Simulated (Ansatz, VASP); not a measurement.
## Si in VASP and in Ansatz

```
Si
1.0
     0.00000    2.72041    2.72041
     2.72041    0.00000    2.72041
     2.72041    2.72041    0.00000
Si
2
Direct
  0.50000 0.50000 0.50000
  0.75000 0.75000 0.75000
```

Alike in both runs: task single point; functional HSE06; k mesh 6 × 6 × 6; occupations gaussian, width 0.05 eV; no spin polarisation.

|  | VASP | Ansatz |
| --- | --- | --- |
| version | VASP 6.6.1 | Ansatz 0.2.0 |
| potentials or method | VASP PAW PBE potentials, release 64 (Si), cutoff 520 eV | scalar-relativistic, plane waves, PAW |
| valence electrons in the cell | 8 | 8 |

Ansatz gave:

* gap on the k mesh at the Fermi level (eV): 1.29
* least direct gap on the mesh (eV): 3.31
* pressure (GPa): 0.0

Estimate VASP's values.

gap on the k mesh at the Fermi level (eV): 1.30; least direct gap on the mesh (eV): 3.32; pressure (GPa): -0.3.

Ansatz's warnings: stress exchange threshold loose, stress scf threshold loose.
